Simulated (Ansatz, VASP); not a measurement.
Ru2C in VASP and in Ansatz

```
CELL_PARAMETERS angstrom
4.07021 0.00000 0.00000
-2.03510 3.52490 0.00000
0.00000 0.00000 2.63518
ATOMIC_POSITIONS crystal
Ru 0.33333 0.66667 0.50000
Ru 0.66667 0.33333 0.50000
C 0.00000 0.00000 0.00000
```

Alike in both runs: functional PBE; k mesh 6 × 6 × 6; occupations gaussian, width 0.1 eV; no spin polarisation.

Ansatz relaxed the structure, and its values are those at the end. VASP's run is a single point on that final structure, the one shown.

|  | VASP | Ansatz |
| --- | --- | --- |
| version | VASP 6.6.1 | Ansatz 0.2.0 |
| potentials or method | VASP PAW PBE potentials, release 64 (Ru_sv, C), cutoff 700 eV | scalar-relativistic, plane waves, PAW |
| valence electrons in the cell | 36 | 36 |

Ansatz gave:

* gap on the k mesh at the Fermi level (eV): none
* pressure (GPa): 0.0

Q: Estimate VASP's values.

A: gap on the k mesh at the Fermi level (eV): none; pressure (GPa): -0.3.

A gap of «none» marks a metal or a gap that the smearing closes.

The k mesh is coarse, so the values compare programs but aren't converged.
